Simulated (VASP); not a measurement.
Wanted: the native input for a VASP 6.6.1 run.

```
Task                   : single point
Functional             : PBE
Potentials or basis    : VASP PAW PBE potentials, release 64 (Ta_pv, S)
Cutoff                 : 400 eV
k mesh                 : 9 × 9 × 1
Occupations            : gaussian, width 0.02 eV
Spin                   : no spin polarisation
Dipole correction      : no
Further INCAR settings : ALGO = Normal; EDIFF = 1e-06; NBANDS = 18; NELMDL = -8
```

The structure of TaS2 (TaS2 monolayer) lies in POSCAR:

```
TaS2
1.0
    3.3500000000      0.0000000000      0.0000000000
   -1.6750000000      2.9011851027      0.0000000000
    0.0000000000      0.0000000000     17.9300000000
Ta S
1 2
Direct
    0.0000000000      0.0000000000      0.4994422755
    0.6666666700      0.3333333300      0.4182933600
    0.3333333300      0.6666666700      0.5817066400
```

These files were run (other wordings do the same):

INCAR

```
SYSTEM = TaS2
ALGO = Normal
EDIFF = 1E-6
ENCUT = 400
GGA = PE
GGA_COMPAT = .False.
ISIF = 2
ISMEAR = 0
LASPH = .True.
LCHARG = .False.
LREAL = .False.
LWAVE = .False.
NBANDS = 18
NELM = 120
NELMDL = -8
PREC = Accurate
SIGMA = 0.02
```

KPOINTS

```
k-points
0
Gamma
  9 9 1
  0 0 0
```

Potentials or basis: VASP PAW PBE potentials, release 64 (Ta_pv, S).

Launch:

```console
$ cat potpaw_PBE.64/Ta_pv/POTCAR potpaw_PBE.64/S/POTCAR > POTCAR
$ mpirun -np 1 vasp_std > vasp.out
```

Results of the run:

- Largest force: 1.502 eV/Å

It took 80 s on 1 thread of Intel Xeon 8259CL (shared host), peak memory 0.24 GiB.
